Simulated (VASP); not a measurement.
The system is TiB6.

```
Ti B
1.0
     0.00000    3.16788    3.16788
     3.16788    0.00000    3.16788
     3.16788    3.16788    0.00000
Ti B
1 6
Direct
  0.50000 0.50000 0.50000
  0.60657 0.89343 0.89343
  0.89343 0.60657 0.60657
  0.89343 0.60657 0.89343
  0.60657 0.89343 0.60657
  0.89343 0.89343 0.60657
  0.60657 0.60657 0.89343
```

```yaml
Program: VASP 6.6.1
Task: relaxation of cell and atoms
Functional: PBE
Potentials_or_basis: VASP PAW PBE potentials, release 64 (Ti_sv, B)
Cutoff: 600 eV
k_mesh: 6 × 6 × 6
Occupations: gaussian, width 0.1 eV
Spin: no spin polarisation
```

At the start: pressure 163.9 GPa; volume 9.08 Å³/atom.

**Question.** Where does the relaxation end?

**Answer.** Over 20 steps the energy falls by 3674.3 meV/atom and the volume is 8.32 Å³/atom (-8.4 %); space group F-43m (No. 216, to 0.05 Å).

Step by step:
```
step  energy change (eV)  largest force (eV/Å)  pressure (GPa)  volume (Å³)
   1              0.0000               35.9636          163.91        63.58
   2             62.8978               97.5035          117.92       193.15
   3            -20.0444                2.4434          -25.75       116.25
   4            -21.6630                7.4145           18.32        82.43
   5            -23.1655                1.7919           -8.85        93.67
   6            -24.2933                1.3558           -8.13        83.33
   7            -25.4240                1.2173           12.55        61.69
   8            -25.5253                0.4189          -12.63        63.70
   9            -25.6534                0.0461           -2.06        62.70
  10            -25.6534                0.0336           -2.31        62.72
  11            -25.6703                0.0975           -0.96        61.61
  12            -25.6842                0.1877            1.41        60.01
  13            -25.6687                0.3534            7.60        56.90
  14            -25.6860                0.2490            2.66        59.31
  15            -25.6921                0.2422            2.52        59.07
  16            -25.7077                0.1831            2.36        58.35
  17            -25.7106                0.0428            3.09        56.93
  18            -25.7143                0.0906            2.64        57.50
  19            -25.7190                0.0449            1.09        57.93
  20            -25.7200                0.0122           -0.01        58.24
```

Final structure:
```cif
data_structure
_symmetry_space_group_name_H-M 'P 1'
_symmetry_Int_Tables_number 1
_cell_length_a 4.3509
_cell_length_b 4.3509
_cell_length_c 4.3509
_cell_angle_alpha 60.000
_cell_angle_beta 60.000
_cell_angle_gamma 60.000
_cell_volume 58.24
loop_
_atom_site_label
_atom_site_type_symbol
_atom_site_fract_x
_atom_site_fract_y
_atom_site_fract_z
_atom_site_occupancy
Ti1 Ti 0.50000 0.50000 0.50000 1
B1 B 0.47204 0.02796 0.02796 1
B2 B 0.02796 0.47204 0.47204 1
B3 B 0.02796 0.47204 0.02796 1
B4 B 0.47204 0.02796 0.47204 1
B5 B 0.02796 0.02796 0.47204 1
B6 B 0.47204 0.47204 0.02796 1
```
